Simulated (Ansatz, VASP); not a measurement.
HfO2 in VASP and in Ansatz

```
Hf O
1.0
     0.00000    2.51799    2.51799
     2.51799    0.00000    2.51799
     2.51799    2.51799    0.00000
Hf O
1 2
Cartesian
  0.0000 0.0000 0.0000
  1.2590 1.2590 1.2590
  3.7770 3.7770 3.7770
```

Alike in both runs: task single point; functional HSE06; k mesh 4 × 4 × 4; occupations fermi-dirac, width 0.05 eV; no spin polarisation.

|  | VASP | Ansatz |
| --- | --- | --- |
| version | VASP 6.6.1 | Ansatz 0.2.0 development build |
| potentials or method | VASP PAW PBE potentials, release 64 (Hf_pv, O) | plane waves, PAW datasets (hand-made set) |
| plane-wave cutoff (eV) | 520 | 930 |
| valence electrons in the cell | 22 | 38 |

VASP gave:

| Item | Value |
| --- | --- |
| gap on the k mesh at the Fermi level (eV) | 5.41 |

**Question.** Estimate Ansatz's values.

**Answer.** gap on the k mesh at the Fermi level (eV): 5.44.

VASP's potentials hold 22 valence electrons a cell and Ansatz's 38, so a difference there can come from the potentials and not from the codes.

The k mesh is coarse, so the values compare programs but aren't converged. Neither program's run includes spin-orbit coupling.
